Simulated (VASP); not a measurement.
Wanted: the native input for a VASP 6.6.1 run.

```
Task                   : relaxation of cell and atoms
Functional             : PBE
Potentials or basis    : VASP PAW PBE potentials, release 64 (Zr_sv, Cl)
Cutoff                 : 600 eV
k mesh                 : 4 × 4 × 4
Occupations            : gaussian, width 0.1 eV
Spin                   : no spin polarisation
Dipole correction      : no
Further INCAR settings : ALGO = Normal; EDIFF = 1e-06; IBRION = 2; EDIFFG = -0.04; NSW = 90; ISIF = 3
```

The structure of ZrCl5 lies in POSCAR:

```
ZrCl5
1.0
    5.5587862600      0.0000000000      0.0000000000
    0.0000000000      5.5587862600      0.0000000000
    0.0000000000      0.0000000000      5.5587862600
Zr Cl
1 5
Direct
    0.0000000000      0.0000000000      0.0000000000
    0.7828246000      0.7828246000      0.7828246000
    0.2171754000      0.2171754000      0.7828246000
    0.2171754000      0.7828246000      0.2171754000
    0.7828246000      0.2171754000      0.2171754000
    0.5000000000      0.5000000000      0.5000000000
```

The cell was built from a structure type or drawn by symmetry, and may not be a known phase.

These files were run (other wordings do the same):

INCAR

```
ALGO = Normal
EDIFF = 1E-6
EDIFFG = -0.04
ENCUT = 600
GGA = PE
IBRION = 2
ISIF = 3
ISMEAR = 0
LASPH = True
LCHARG = False
LREAL = False
LWAVE = False
NELM = 60
NSW = 90
PREC = Accurate
SIGMA = 0.1
```

KPOINTS

```
k-points
0
Gamma
  4 4 4
```

Potentials or basis: VASP PAW PBE potentials, release 64 (Zr_sv, Cl).

Launch:

```console
$ cat potpaw_PBE.64/Zr_sv/POTCAR potpaw_PBE.64/Cl/POTCAR > POTCAR
$ mpirun -np 1 vasp_std > vasp.out
```

Results of the run:

The relaxed volume is 49.00 Å³/atom and the relaxed cell is a = 6.649 Å, b = 6.649 Å, c = 6.649 Å, α = 90.00°, β = 90.00°, γ = 90.00°. The space group after relaxing (to 0.1 Å) is P-43m (No. 215) and the energy gained by relaxing is 603.0 meV/atom. The ionic steps are 13, the pressure after relaxing is 0.0 GPa and the largest force after relaxing is 0.004 eV/Å. The band gap on the k mesh is zero (an odd number of electrons rules out a gap without spin polarisation).

Caveat: the volume moved by over 15 % at a fixed basis, so the end points are rough; an odd number of electrons without spin polarisation forces a metal; a magnetic or distorted state may lie lower.

It took 8.3 min on 1 thread of Intel(R) Xeon(R) Platinum 8488C (Sapphire Rapids), with other jobs on the host, peak memory 0.35 GiB.
